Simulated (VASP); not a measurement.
Here is a VASP 6.6.1 calculation.

The input INCAR:

```
PREC = Accurate
ENCUT = 520
EDIFF = 1E-6
ISMEAR = 1
SIGMA = 0.1
LREAL = F
LASPH = T
NELM = 80
ALGO = Normal
ISIF = 2
LWAVE = F
LCHARG = F
GGA = PS
NBANDS = 26
```

Contents of KPOINTS:

```
regular mesh
0
Gamma
  6 6 6
```

Contents of POSCAR:

```
Ti2Rh
1.0
   -1.5259950000      1.5259950000      4.9079680000
    1.5259950000     -1.5259950000      4.9079680000
    1.5259950000      1.5259950000     -4.9079680000
Ti Rh
2 1
Direct
    0.6615790000      0.6615790000      0.0000000000
    0.3384210000      0.3384210000      0.0000000000
    0.0000000000      0.0000000000      0.0000000000
```

Potentials or basis: VASP PAW PBE potentials, release 64 (Ti_sv, Rh_pv).

Launch:

```console
$ cat potpaw_PBE.64/Ti_sv/POTCAR potpaw_PBE.64/Rh_pv/POTCAR > POTCAR
$ mpirun -np 1 vasp_std > vasp.out
```

Task: Estimate the largest force.

Result: 0.015 eV/Å.

Task: What does it give for the pressure?

Result: -4.3 GPa.

Stress tensor (GPa, compression positive):
```
-3.93  0.00  0.00
 0.00 -3.93  0.00
 0.00  0.00 -5.01
```

Caveat: the k points lie up to 0.49 Å⁻¹ apart; the PAW data sets were made with another functional, which shifts forces and pressure a little.
